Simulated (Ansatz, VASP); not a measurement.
**NaH in VASP and in Ansatz**

Contents of INCAR:

```
PREC     = Accurate       # precision mode
ENCUT    = 520            # plane-wave cutoff, eV
EDIFF    = 1E-6           # SCF threshold, eV
ISMEAR   = -1             # smearing method
SIGMA    = 0.02           # smearing width, eV
LREAL    = False          # projectors in reciprocal space
LASPH    = True           # aspherical terms in the spheres
NELM     = 80             # most SCF steps
ALGO     = Normal         # electronic algorithm
ISIF     = 2              # what is computed and relaxed
LWAVE    = False          # write WAVECAR
LCHARG   = False          # write CHGCAR
GGA      = PS             # functional
NBANDS   = 11             # bands
```

The input KPOINTS:

```
Automatic mesh
0
Gamma
  11 11 11
```

POSCAR

```
NaH
1.0
    0.0477284333      2.4102858818      2.4102858818
    2.4102858818      0.0477284333      2.4102858818
    2.4102858818      2.4102858818      0.0477284333
Na H
1 1
Direct
    0.0000000000      0.0000000000      0.0000000000
    0.5000000000      0.5000000000      0.5000000000
```

Input for Ansatz:

```yaml
crystal:
  lattice:
    - [0.0477284333, 2.4102858818, 2.4102858818]
    - [2.4102858818, 0.0477284333, 2.4102858818]
    - [2.4102858818, 2.4102858818, 0.0477284333]
  atoms:
    - { symbol: Na, position: [0.0, 0.0, 0.0] }
    - { symbol: H, position: [0.5, 0.5, 0.5] }
kpoints:
  mp_grid: { grid: [11, 11, 11] }
scf:
  occupations: { method: fermi_dirac, width: 0.02 }
hamiltonian:
  xc: pbesol
  pseudopotentials: { kind: all_electron, lapw: { basis_error: 0.00025 } }
output:
  forces: true
  stress: true
  eigenvalues: true
```

Change from the starting cell: equal xy, yz and zx shear strains of +2 %.

Alike in both runs: task single point; functional PBEsol; k mesh 11 × 11 × 11; occupations fermi-dirac, width 0.02 eV; no spin polarisation.

|  | VASP | Ansatz |
| --- | --- | --- |
| version | VASP 6.6.1 | Ansatz 0.2.0 |
| potentials or method | VASP PAW PBE potentials, release 64 (Na_pv, H), cutoff 520 eV | all-electron LAPW, scalar-relativistic |

```tsv
	VASP	Ansatz	Ansatz less VASP
gap on the k mesh at the Fermi level (eV)	3.64	3.64	+0.003
pressure (GPa)	0.3	0.3	+0.02
traceless stress, the component that is largest in VASP (GPa)	-0.47	-0.47	0.000
```

VASP's potentials were made for PBE, not for PBEsol. Ansatz ran all-electron here, and VASP with PAW potentials.
